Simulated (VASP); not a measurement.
Input of a VASP 6.6.1 run:

The input INCAR:

```
PREC     = Accurate       # precision mode
ENCUT    = 500            # plane-wave cutoff, eV
EDIFF    = 1E-7           # SCF threshold, eV
ISMEAR   = 0              # smearing method
SIGMA    = 0.1            # smearing width, eV
LREAL    = False          # projectors in reciprocal space
LASPH    = True           # aspherical terms in the spheres
NELM     = 200            # most SCF steps
ALGO     = Normal         # electronic algorithm
ISIF     = 3              # what is computed and relaxed
LWAVE    = False          # write WAVECAR
LCHARG   = False          # write CHGCAR
GGA      = PE             # functional
IBRION   = 2              # ionic algorithm
NSW      = 100            # ionic steps
EDIFFG   = -0.01          # ionic threshold
GGA_COMPAT= False        
NELMIN   = 4            
LMAXMIX  = 6              # l up to which the mixer works
```

KPOINTS

```
regular mesh
0
Gamma
  12 12 16
```

Contents of POSCAR:

```
ErNb2
1.0
    4.9317827996      0.0000000000      0.0000000000
   -2.4658913998      4.2710491904      0.0000000000
    0.0000000000      0.0000000000      3.0638461693
Er Nb
1 2
Direct
    0.0000000000      0.0000000000      0.0000000000
    0.3333333333      0.6666666667      0.5000000000
    0.6666666667      0.3333333333      0.5000000000
```

Potentials or basis: VASP PAW PBE potentials, release 64 (Er_3, Nb_sv), 4f in core.

The run is started by

```bash
$ cat potpaw_PBE.64/Er_3/POTCAR potpaw_PBE.64/Nb_sv/POTCAR > POTCAR
$ mpirun -np 1 vasp_std > vasp.out
```

(1) What does it give for the band gap on the k mesh?

(2) Predict the relaxed volume.

Answers

(1) zero (an odd number of electrons rules out a gap without spin polarisation).

(2) 21.58 Å³/atom.

Caveat: spin-orbit coupling is left out, which moves the levels of the heavy elements; the 4f electrons are frozen in the core, so they carry no moment and show no levels.
